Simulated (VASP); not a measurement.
Runs of VASP 6.6.1 on Mo. The structure is that of space group P6_3/mmc (No. 194), or close to it. The cells are those of the table. This isn't the form of Mo at room conditions, which is bcc.

```csv
cell,k mesh,gap on the mesh (eV),pressure (GPa)
"a = 2.774, b = 2.774, c = 9.652 Å, angles 90.0, 90.0, 120.0°, 4 atoms",15 × 15 × 4,none,0.4
"a = 2.698, b = 2.698, c = 9.387 Å, angles 90.0, 90.0, 120.0°, 4 atoms",15 × 15 × 4,none,(b)
"a = 2.658, b = 2.658, c = 9.249 Å, angles 90.0, 90.0, 120.0°, 4 atoms",15 × 15 × 4,none,(a)
"a = 2.736, b = 2.736, c = 9.521 Å, angles 90.0, 90.0, 120.0°, 4 atoms",15 × 15 × 4,none,11.1
"a = 2.774, b = 2.774, c = 9.652 Å, angles 90.0, 90.0, 120.0°, 4 atoms",13 × 13 × 4,none,0.5
```

Alike in all rows: task single point; level PBE; potentials or basis VASP PAW PBE potentials, release 64 (Mo_sv); no spin polarisation; cutoff (eV) 520; smearing fermi-dirac 0.1 eV.

Problem. Estimate the missing entries.

Solution. (a) 40.2; (b) 24.2.

Caveats: the cell stands under pressure (at least some runs); the stress differs along the axes, from 36 to 42 GPa (at least some runs).

A k mesh can miss the band edges, and the runs leave out spin-orbit coupling on Mo.

A gap of «none» marks levels without a gap at the run's occupations.
